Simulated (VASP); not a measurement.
Write the native input for VASP 6.6.1 that does the following.

```yaml
Task: relaxation of cell and atoms
Functional: PBE
Potentials_or_basis: VASP PAW PBE potentials, release 64 (Cd)
Cutoff: 600 eV
k_mesh: 20 × 20 × 20
Occupations: fermi-dirac, width 0.1 eV
Spin: no spin polarisation
Target_pressure: 420 GPa
Dipole_correction: no
Further_INCAR_settings: ALGO = Normal; EDIFF = 1e-06; IBRION = 2; EDIFFG = -0.005; NSW = 32; ISIF = 3
```

The structure of Cd lies in POSCAR:

```
Cd
1.0
   -1.3377840737      1.3377840737      1.3377840737
    1.3377840737     -1.3377840737      1.3377840737
    1.3377840737      1.3377840737     -1.3377840737
Cd
1
Direct
    0.0000000000      0.0000000000      0.0000000000
```

This isn't the form of Cd at room conditions, which is hcp.

These files were run (other wordings do the same):

INCAR

```
PREC = Accurate
ENCUT = 600
EDIFF = 1E-6
ISMEAR = -1
SIGMA = 0.1
LREAL = F
LASPH = T
NELM = 100
ALGO = Normal
ISIF = 3
LWAVE = F
LCHARG = F
GGA = PE
IBRION = 2
NSW = 32
EDIFFG = -0.005
PSTRESS = 4200.0
```

KPOINTS

```
regular mesh
0
Gamma
  20 20 20
```

Potentials or basis: VASP PAW PBE potentials, release 64 (Cd).

Command:

```sh
$ cat potpaw_PBE.64/Cd/POTCAR > POTCAR
$ mpirun -np 1 vasp_std > vasp.out
```

It gave:

The relaxed volume is 9.70 Å³/atom, the relaxed cell is a = 2.327 Å, b = 2.327 Å, c = 2.327 Å, α = 109.47°, β = 109.47°, γ = 109.47° and the space group after relaxing (to 0.1 Å) is Im-3m (No. 229). The energy change on relaxing (the run minimises the enthalpy) is -325.8 meV/atom. The ionic steps are 4, the pressure after relaxing is 420.0 GPa and the band gap on the k mesh is zero (bands 6 and 7 overlap by 2.57 eV).

Caveat: the cell is relaxed towards a set pressure, so the run minimises the enthalpy, not the energy.

Wall time 39 s on 1 thread of AMD EPYC 9R45 96-Core Processor (Zen 5), on a shared host, peak memory 0.13 GiB.
